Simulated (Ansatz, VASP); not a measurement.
# Si5PdW2 in VASP and in Ansatz

The input INCAR:

```
  ALGO = Normal
  EDIFF = 1E-6
  ENCUT = 500
  GGA = PE
  GGA_COMPAT = F
  ISIF = 2
  ISMEAR = 0
  LASPH = T
  LCHARG = T
  LELF = T
  LREAL = F
  LVHAR = T
  LWAVE = F
  NBANDS = 39
  NELM = 120
  PREC = Accurate
  SIGMA = 0.1
```

KPOINTS

```
k-points
0
Gamma
  6 6 2
```

File POSCAR:

```
Si5PdW2
1.0
    3.2452774053      0.0000000000      0.0000000000
    0.0000000000      3.2452774053      0.0000000000
    0.0000000000      0.0000000000     10.6803514049
Si Pd W
5 1 2
Direct
    0.5000000000      0.5000000000      0.8791038349
    0.0000000000      0.0000000000      0.7498240925
    0.5000000000      0.5000000000      0.1208961651
    0.0000000000      0.0000000000      0.2501759075
    0.0000000000      0.0000000000      0.5000000000
    0.0000000000      0.0000000000      0.0000000000
    0.5000000000      0.5000000000      0.6425227909
    0.5000000000      0.5000000000      0.3574772091
```

Input for Ansatz:

```yaml
crystal:
  lattice:
    - [3.2452774053, 0.0, 0.0]
    - [0.0, 3.2452774053, 0.0]
    - [0.0, 0.0, 10.6803514049]
  atoms:
    - { symbol: Si, position: [0.5, 0.5, 0.8791038349] }
    - { symbol: Si, position: [0.0, 0.0, 0.7498240925] }
    - { symbol: Si, position: [0.5, 0.5, 0.1208961651] }
    - { symbol: Si, position: [0.0, 0.0, 0.2501759075] }
    - { symbol: Si, position: [0.0, 0.0, 0.5] }
    - { symbol: Pd, position: [0.0, 0.0, 0.0] }
    - { symbol: W, position: [0.5, 0.5, 0.6425227909] }
    - { symbol: W, position: [0.5, 0.5, 0.3574772091] }
basis:
  ecutwfc: 420
kpoints:
  mp_grid: { grid: [6, 6, 2] }
hamiltonian:
  xc: pbe
scf:
  occupations: { method: gaussian, width: 0.1 }
  lower_state_search: "off"
output:
  forces: true
  stress: true
  eigenvalues: true
```

Alike in both runs: task single point; functional PBE; k mesh 6 × 6 × 2; occupations gaussian, width 0.1 eV; no spin polarisation.

```csv
,VASP,Ansatz
version,VASP 6.6.1,Ansatz 0.2.0
potentials or method,"VASP PAW PBE potentials, release 64 (Si, Pd, W_sv), cutoff 500 eV","scalar-relativistic, plane waves, PAW"
valence electrons in the cell,58,66
```

|  | VASP | Ansatz | Ansatz less VASP |
| --- | --- | --- | --- |
| gap on the k mesh at the Fermi level (eV) | none | none | - |
| pressure (GPa) | 0.5 | 0.4 | -0.05 |
| traceless stress, the component that is largest in VASP (GPa) | -0.36 | -0.33 | +0.027 |
| rms of the force components (eV/Å) | 0.066 | 0.065 | -0.0011 |

Atom by atom the forces differ by 0.004 eV/Å (rms over components). A gap of «none» marks a metal or a gap that the smearing closes. VASP's potentials hold 58 valence electrons a cell and Ansatz's 66, so a difference there can come from the potentials and not from the codes.

Neither program's run includes spin-orbit coupling.
